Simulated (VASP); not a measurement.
# WSe2 (P6_3/mmc) in VASP: a series of runs, part 2 of 2

VASP 6.6.1. The steps go on from the part before.

**3. Electric field gradients, PBEsol**

The input, INCAR:

```
ALGO = Normal ; EDIFF = 1E-8
ENCUT = 520 ; GGA = PS
ISIF = 2 ; ISMEAR = 0
LASPH = T ; LCHARG = F
LEFG = T ; LREAL = F
LWAVE = F ; NBANDS = 35
NELM = 60 ; PREC = Accurate
SIGMA = 0.01
```

The input, KPOINTS:

```
k-points
0
Gamma
  12 12 2
```

The input, POSCAR:

```
WSe2
1.0
    3.2711586031      0.0000000000      0.0000000000
   -1.6355793016      2.8329064501      0.0000000000
    0.0000000000      0.0000000000     13.2230985096
W Se
2 4
Direct
    0.3333333333      0.6666666667      0.2500000000
    0.6666666667      0.3333333333      0.7500000000
    0.3333333333      0.6666666667      0.6233903358
    0.6666666667      0.3333333333      0.1233903358
    0.3333333333      0.6666666667      0.8766096642
    0.6666666667      0.3333333333      0.3766096642
```

Potentials or basis: VASP PAW PBE potentials, release 64 (W_sv, Se).

On the command line:

```sh
cat potpaw_PBE.64/W_sv/POTCAR potpaw_PBE.64/Se/POTCAR > POTCAR
mpirun -np 1 vasp_std > vasp.out
```

OUTCAR:

```text
EDIFF = 1E-8
   ENCUT = 520
   GGA = PS
   ISIF = 2
   ISMEAR = 0
   LASPH = T
   LREAL = F
   NELM = 60
   PREC = Accurate

 ion  position               nearest neighbor table
   1  0.333  0.667  0.250-   4 2.52   6 2.52   4 2.52   6 2.52   4 2.52   6 2.52
   2  0.667  0.333  0.750-   3 2.52   5 2.52   3 2.52   5 2.52   3 2.52   5 2.52
   3  0.333  0.667  0.623-   2 2.52   2 2.52   2 2.52
   4  0.667  0.333  0.123-   1 2.52   1 2.52   1 2.52
   5  0.333  0.667  0.877-   2 2.52   2 2.52   2 2.52
   6  0.667  0.333  0.377-   1 2.52   1 2.52   1 2.52

  LATTYP: Found a hexagonal cell.
 ALAT       =     3.2711586031
 C/A-ratio  =     4.0423287630

  Lattice vectors:

[... 1151 lines left out ...]
   3      37.830    37.830   -75.660    -0.000    -0.000     0.000
   4      37.830    37.830   -75.660    -0.000     0.000    -0.000
   5      37.830    37.830   -75.660    -0.000     0.000    -0.000
   6      37.830    37.830   -75.660    -0.000    -0.000     0.000
---------------------------------------------------------------------

 Electric field gradients after diagonalization (V/A^2)
 (convention: |V_zz| > |V_xx| > |V_yy|)
----------------------------------------------------------------------
 ion       V_xx      V_yy      V_zz     asymmetry (V_yy - V_xx)/ V_zz
----------------------------------------------------------------------
   1      74.837    74.835  -149.671       0.000
   2      74.837    74.835  -149.671       0.000
   3      37.830    37.830   -75.660       0.000
   4      37.830    37.830   -75.660       0.000
   5      37.830    37.830   -75.660       0.000
   6      37.830    37.830   -75.660       0.000
----------------------------------------------------------------------

           NMR quadrupolar parameters

 Cq : quadrupolar parameter    Cq=e*Q*V_zz/h
 eta: asymmetry parameters     (V_yy - V_xx)/ V_zz
 Q  : nuclear electric quadrupole moment in mb (millibarn)
----------------------------------------------------------------------
 ion       Cq(MHz)       eta       Q (mb)
----------------------------------------------------------------------
   1      -0.362       0.000       1.000
   2      -0.362       0.000       1.000
   3      -0.183       0.000       1.000
   4      -0.183       0.000       1.000
   5      -0.183       0.000       1.000
   6      -0.183       0.000       1.000
----------------------------------------------------------------------
```

OSZICAR:

```text
N       E                     dE             d eps       ncg     rms          rms(c)
DAV:   1     0.500407407302E+03    0.50041E+03   -0.27832E+04  2964   0.145E+03
DAV:   2    -0.163107654088E+02   -0.51672E+03   -0.49903E+03  3101   0.392E+02
DAV:   3    -0.477943441611E+02   -0.31484E+02   -0.30899E+02  3252   0.904E+01
DAV:   4    -0.484975519622E+02   -0.70321E+00   -0.69970E+00  3199   0.138E+01
DAV:   5    -0.485065850851E+02   -0.90331E-02   -0.90235E-02  3181   0.170E+00    0.313E+01
DAV:   6    -0.469596712249E+02    0.15469E+01   -0.55128E+00  3002   0.155E+01    0.111E+01
DAV:   7    -0.467271192121E+02    0.23255E+00   -0.26413E+00  2854   0.768E+00    0.562E+00
DAV:   8    -0.465511788823E+02    0.17594E+00   -0.38307E-01  2962   0.420E+00    0.126E+00
DAV:   9    -0.465524277487E+02   -0.12489E-02   -0.56713E-02  3167   0.112E+00    0.875E-01
DAV:  10    -0.465507166929E+02    0.17111E-02   -0.12552E-02  2900   0.758E-01    0.151E-01
DAV:  11    -0.465506914709E+02    0.25222E-04   -0.15899E-03  2904   0.253E-01    0.174E-01
DAV:  12    -0.465506527412E+02    0.38730E-04   -0.55818E-05  3066   0.477E-02    0.107E-01
DAV:  13    -0.465506484493E+02    0.42918E-05   -0.65458E-05  2989   0.490E-02    0.720E-03
DAV:  14    -0.465506490675E+02   -0.61812E-06   -0.42508E-06  3210   0.107E-02    0.718E-03
DAV:  15    -0.465506490825E+02   -0.15057E-07   -0.29586E-07  3126   0.294E-03    0.642E-03
DAV:  16    -0.465506491338E+02   -0.51322E-07   -0.14406E-07  2929   0.190E-03    0.188E-03
DAV:  17    -0.465506491336E+02    0.20191E-09   -0.16542E-08  1854   0.675E-04
   1 F= -.46550649E+02 E0= -.46550649E+02  d E =-.513803E-97
```

Wall time 6.2 min (1 thread of AMD EPYC 7R13, shared host); peak memory 0.27 GiB.

What came out:

| Property | Result |
| --- | --- |
| Free energy | -46.5506 eV |
| Pressure | 0.4 GPa |
| Largest force | 0.061 eV/Å |
| Band gap on the k mesh | 1.04 eV, indirect (least direct gap 1.59 eV) |

Forces on the atoms (eV/Å):
```
W    0.000  0.000  0.000
W    0.000  0.000  0.000
Se   0.000  0.000 -0.061
Se   0.000  0.000 -0.061
Se   0.000  0.000  0.061
Se   0.000  0.000  0.061
```

Stress tensor (GPa, compression positive):
```
0.37 0.00 0.00
0.00 0.37 0.00
0.00 0.00 0.53
```

Levels at points of the mesh, in eV from the valence-band top:
```
           k point  band 23  band 24  band 25  band 26  band 27  band 28  band 29  band 30
(0.00, 0.00, 0.00)    -1.39    -1.19    -1.09     0.00     2.80     2.80     2.84     2.84
(0.50, 0.00, 0.00)    -1.34    -1.23    -1.19    -0.99     2.28     2.31     2.42     2.78
(0.00, 0.00, 0.50)    -1.41    -1.41    -0.24    -0.24     2.81     2.81     2.81     2.81
(0.50, 0.00, 0.50)    -1.27    -1.27    -1.09    -1.09     2.29     2.29     2.63     2.63
```

Electric field gradients, principal values (V/Å²):
```tsv
atom	least	middle	greatest (by size)
1 W	74.835	74.837	-149.671
2 W	74.835	74.837	-149.671
3 Se	37.830	37.830	-75.660
4 Se	37.830	37.830	-75.660
5 Se	37.830	37.830	-75.660
6 Se	37.830	37.830	-75.660
```

Caveat: without QUAD_EFG the Cq values of the log hold for a quadrupole moment of 1 mb, not for the nuclei; the PAW data sets were made with another functional, which shifts forces and pressure a little; spin-orbit coupling is left out, which moves the levels of the heavy elements; this functional lacks dispersion, which binds the layers, so the pressure and a relaxed spacing across them are unreliable.

**4. Against experiment**

Step 3. Measured gap of WSe2: 1.3 eV (indirect; “Time-resolved XUV ARPES with tunable 24–33 eV laser pulses at 30 meV resolution”, 2019, pmc:6684652). This calculation gives 1.04 eV (-0.26 eV). Spin-orbit coupling on Se, W is left out. The value is that of PBEsol on a finite k mesh, which can miss the band edges, without temperature or zero-point motion. Semilocal functionals fall short of measured gaps as a rule.
